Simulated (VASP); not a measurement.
Here is a VASP 6.6.1 calculation.

Contents of INCAR:

```
SYSTEM = Be2CdO3
PREC     = Accurate       ! precision mode
ENCUT    = 600            ! plane-wave cutoff, eV
EDIFF    = 1E-6           ! SCF threshold, eV
ISMEAR   = 0              ! smearing method
SIGMA    = 0.15           ! smearing width, eV
LREAL    = .False.        ! projectors in reciprocal space
LASPH    = .True.         ! aspherical terms in the spheres
NELM     = 120            ! most SCF steps
ALGO     = Normal         ! electronic algorithm
ISIF     = 2              ! what is computed and relaxed
LWAVE    = .False.        ! write WAVECAR
LCHARG   = .False.        ! write CHGCAR
GGA      = PE             ! functional
NBANDS   = 26             ! bands
GGA_COMPAT= .False.
```

File KPOINTS:

```
regular mesh
0
Gamma
  4 4 2
  0 0 0
```

The input POSCAR:

```
Be2CdO3
1.0
    2.8082981754     -0.0000000022      0.0000000000
   -1.4041490858      2.4320575624      0.0000000000
    0.0000000000      0.0000000000      7.3641424796
Be Cd O
2 1 3
Direct
    0.3333333333      0.6666666667      0.3570538501
    0.6666666667      0.3333333333      0.6429461499
    0.0000000000      0.0000000000      0.0000000000
    0.3333333333      0.6666666667      0.7731533590
    0.6666666667      0.3333333333      0.2268466410
    0.0000000000      0.0000000000      0.5000000000
```

Potentials or basis: VASP PAW PBE potentials, release 64 (Be, Cd, O).

Launch:

```bash
$ cat potpaw_PBE.64/Be/POTCAR potpaw_PBE.64/Cd/POTCAR potpaw_PBE.64/O/POTCAR > POTCAR
$ mpirun -np 1 vasp_std > vasp.out
```

Estimate the largest force.

0.118 eV/Å.

Estimate the band gap on the k mesh.

1.79 eV (least direct gap 2.15 eV).

Stress tensor (GPa, compression positive):
```
0.82 0.00 0.00
0.00 0.82 0.00
0.00 0.00 1.39
```

Caveat: the k points lie up to 0.65 Å⁻¹ apart. A k mesh can miss the band edges.
